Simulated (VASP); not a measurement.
Input of a VASP 6.6.1 run:

INCAR

```
ALGO     = Normal         # electronic algorithm
EDIFF    = 1E-6           # SCF threshold, eV
ENCUT    = 520            # plane-wave cutoff, eV
GGA      = PE             # functional
ISIF     = 2              # what is computed and relaxed
ISMEAR   = 1              # smearing method
LASPH    = True           # aspherical terms in the spheres
LCHARG   = False          # write CHGCAR
LREAL    = False          # projectors in reciprocal space
LWAVE    = False          # write WAVECAR
NBANDS   = 17             # bands
NELM     = 100            # most SCF steps
PREC     = Accurate       # precision mode
SIGMA    = 0.15           # smearing width, eV
```

The input KPOINTS:

```
k-points
0
Gamma
  14 14 8
```

The input POSCAR:

```
Hf
1.0
    3.2052794892      0.0000000000      0.0000000000
   -1.6026397446      2.7758534639      0.0000000000
    0.0000000000      0.0000000000      5.0644648307
Hf
2
Direct
    0.3333333333      0.6666666667      0.2500000000
    0.6666666667      0.3333333333      0.7500000000
```

Potentials or basis: VASP PAW PBE potentials, release 64 (Hf_pv).

Run with:

```console
$ cat potpaw_PBE.64/Hf_pv/POTCAR > POTCAR
$ mpirun -np 1 vasp_std > vasp.out
```

**Question.** Estimate the band gap on the k mesh.

**Answer.** Zero (band 10 reaches 6.05 eV, above the bottom of band 11 at 4.50 eV).

**Question.** Estimate the pressure.

**Answer.** -0.5 GPa.

Stress tensor (GPa, compression positive):
```
-0.43  0.00  0.00
 0.00 -0.43  0.00
 0.00  0.00 -0.59
```

Caveat: spin-orbit coupling is left out, which moves the levels of the heavy elements.
